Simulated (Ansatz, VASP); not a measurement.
## Two plane-wave programs on GaN

The input INCAR:

```
SYSTEM = GaN
ALGO = Normal
EDIFF = 1E-8
ENCUT = 520
GGA = PS
ISIF = 2
ISMEAR = -1
LASPH = .True.
LCHARG = .False.
LEFG = .True.
LREAL = .False.
LWAVE = .False.
NBANDS = 16
NELM = 100
PREC = Accurate
SIGMA = 0.02
```

Contents of KPOINTS:

```
k-points
0
Gamma
  10 10 10
  0 0 0
```

Contents of POSCAR:

```
GaN
1.0
    0.0000000000      1.9991196500      1.9991196500
    1.9991196500      0.0000000000      1.9991196500
    1.9991196500      1.9991196500      0.0000000000
Ga N
1 1
Direct
    0.5000000000      0.5000000000      0.5000000000
    0.0000000000      0.0000000000      0.0000000000
```

Input for Ansatz:

```yaml
crystal:
  lattice:
    - [0.0, 1.99911965, 1.99911965]
    - [1.99911965, 0.0, 1.99911965]
    - [1.99911965, 1.99911965, 0.0]
  atoms:
    - { symbol: Ga, position: [0.5, 0.5, 0.5] }
    - { symbol: "N", position: [0.0, 0.0, 0.0] }
kpoints:
  mp_grid: { grid: [10, 10, 10] }
scf:
  occupations: { method: fermi_dirac, width: 0.02 }
hamiltonian:
  xc: pbesol
  pseudopotentials: { kind: paw }
output:
  forces: true
  stress: true
  eigenvalues: true
  efg: { contact_densities: true }
```

Change from the starting cell: volume scaled by 1.01, PAW files.

Alike in both runs: task electric field gradients; functional PBEsol; k mesh 10 × 10 × 10; occupations fermi-dirac, width 0.02 eV; no spin polarisation.

|  | VASP | Ansatz |
| --- | --- | --- |
| version | VASP 6.6.1 | Ansatz 0.2.0 |
| potentials or method | VASP PAW PBE potentials, release 64 (Ga_d, N) | PAW with Ansatz's default frozen-core files, scalar-relativistic |
| plane-wave cutoff (eV) | 520 | 420 |
| valence electrons in the cell | 18 | 18 |

VASP gave:

* gap on the k mesh at the Fermi level (eV): 1.65
* pressure (GPa): 54.8

Which values does Ansatz return?

gap on the k mesh at the Fermi level (eV): 1.66; pressure (GPa): 54.1.

VASP's potentials were made for PBE, not for PBEsol. Both programs put the cell under a high pressure, so it lies far from rest at this level. The functional is the same, so the differences come from potentials, cutoffs and numerics.
